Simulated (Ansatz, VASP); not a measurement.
## Two plane-wave programs on Zr2SeS2

```xyz
5
Lattice="-2.3356 2.3356 4.8515 2.3356 -2.3356 4.8515 2.3356 2.3356 -4.8515" Properties=species:S:1:pos:R:3 pbc="T T T"
Zr    2.3356    0.0000    2.4258
Zr    0.0000    2.3356    2.4258
Se    0.0000    0.0000    0.0000
S     0.0000    0.0000    3.3992
S     0.0000    0.0000    6.3039
```

Change from the starting cell: species swapped into the SrFe2As2 type (I4/mmm, No. 139).

Alike in both runs: functional PBE; k mesh 6 × 6 × 6; occupations gaussian, width 0.1 eV; no spin polarisation.

Ansatz relaxed the structure, and its values are those at the end. VASP's run is a single point on that final structure, the one shown.

|  | VASP | Ansatz |
| --- | --- | --- |
| version | VASP 6.6.1 | Ansatz 0.2.0 |
| potentials or method | VASP PAW PBE potentials, release 64 (Zr_sv, Se, S), cutoff 520 eV | scalar-relativistic, plane waves, PAW |
| valence electrons in the cell | 42 | 52 |

|  | VASP | Ansatz | Ansatz less VASP |
| --- | --- | --- | --- |
| gap on the k mesh at the Fermi level (eV) | none | none | - |
| pressure (GPa) | 0.0 | 0.0 | -0.01 |

A gap of «none» marks a metal or a gap that the smearing closes. VASP's potentials hold 42 valence electrons a cell and Ansatz's 52, so a difference there can come from the potentials and not from the codes.
